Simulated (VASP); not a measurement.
Write the native input for VASP 6.6.1 that does the following.

* Task: relaxation of cell and atoms
* Functional: PBE
* Potentials or basis: VASP PAW PBE potentials, release 64 (Re)
* Cutoff: 600 eV
* k mesh: 4 × 4 × 6
* Occupations: gaussian, width 0.1 eV
* Spin: no spin polarisation
* Dipole correction: no
* Further INCAR settings: ALGO = Normal; EDIFF = 1e-07; IBRION = 2; EDIFFG = -0.04; NSW = 90; ISIF = 3

The structure of Re lies in POSCAR:

```
Re
1.0
    3.9037380278      0.0000000000      0.0000000000
    0.0000000000      5.9028030023      0.0000000000
    0.0000000000      0.0000000000      3.1732855787
Re
4
Direct
    0.2156900000      0.7500000000      0.3333300000
    0.2843100000      0.2500000000      0.8333300000
    0.7156900000      0.7500000000      0.1666700000
    0.7843100000      0.2500000000      0.6666700000
```

The cell was built from a structure type or drawn by symmetry, and may not be a known phase.

One way to write it, as run:

INCAR

```
PREC = Accurate ; ENCUT = 600
EDIFF = 1E-7 ; ISMEAR = 0
SIGMA = 0.1 ; LREAL = False
LASPH = True ; NELM = 100
ALGO = Normal ; ISIF = 3
LWAVE = False ; LCHARG = False
GGA = PE ; IBRION = 2
NSW = 90 ; EDIFFG = -0.04
```

KPOINTS

```
regular mesh
0
Gamma
  4 4 6
```

Potentials or basis: VASP PAW PBE potentials, release 64 (Re).

The run is started by

```bash
$ cat potpaw_PBE.64/Re/POTCAR > POTCAR
$ mpirun -np 1 vasp_std > vasp.out
```

Results of the run:

```
Relaxed volume                        : 14.95 Å³/atom
Relaxed cell                          : a = 4.792 Å, b = 4.483 Å, c = 2.784 Å, α = 90.00°, β = 90.00°, γ = 90.00°
Space group after relaxing (to 0.1 Å) : P6_3/mmc (No. 194)
Energy gained by relaxing             : 3726.1 meV/atom
Ionic steps                           : 27
Pressure after relaxing               : -0.1 GPa
Largest force after relaxing          : 0.010 eV/Å
Band gap on the k mesh                : zero (bands 14 and 15 overlap by 1.34 eV)
```

Caveat: the k points lie up to 0.38 Å⁻¹ apart in the final cell, too coarse for converged energies and pressures of a metal; the volume moved by over 15 % at a fixed basis, so the end points are rough; spin-orbit coupling is left out, which moves the levels of the heavy elements.

It took 18 min on 1 thread of Intel(R) Xeon(R) Platinum 8488C (Sapphire Rapids) (shared host), peak memory 0.23 GiB.
